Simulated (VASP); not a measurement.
Si, 2 atoms in the cell. The structure is cubic, space group Fd-3m (No. 227). Conventional cell: a = 5.470 Å, b = 5.470 Å, c = 5.470 Å, α = 90.00°, β = 90.00°, γ = 90.00°. Si (site symmetry -43m) has 4 Si at 2.37 Å within 3.1 Å. 

- Program: VASP 6.6.1
- Task: single point
- Functional: r2SCAN
- Potentials or basis: VASP PAW PBE potentials, release 64 (Si)
- Cutoff: 550 eV
- k mesh: 6 × 6 × 6
- Occupations: fermi-dirac, width 0.02 eV
- Spin: no spin polarisation
- Dipole correction: no
- Further INCAR settings: ALGO = Normal; EDIFF = 1e-06; NBANDS = 11

Potentials or basis: VASP PAW PBE potentials, release 64 (Si).

The run is started by

```bash
$ cat potpaw_PBE.64/Si/POTCAR > POTCAR
$ cp INCAR.step1 INCAR
$ mpirun -np 1 vasp_std > vasp.out
$ cp INCAR.step2 INCAR
$ mpirun -np 1 vasp_std > vasp.out
```

Hardware: 1 thread of Intel(R) Xeon(R) 6975P-C (Granite Rapids), on a shared host.

Q: Estimate the wall time of this run.

A: Wall time 16 s on 1 thread of Intel(R) Xeon(R) 6975P-C (Granite Rapids), on a shared host, peak memory 0.16 GiB. Counts: k points 16.
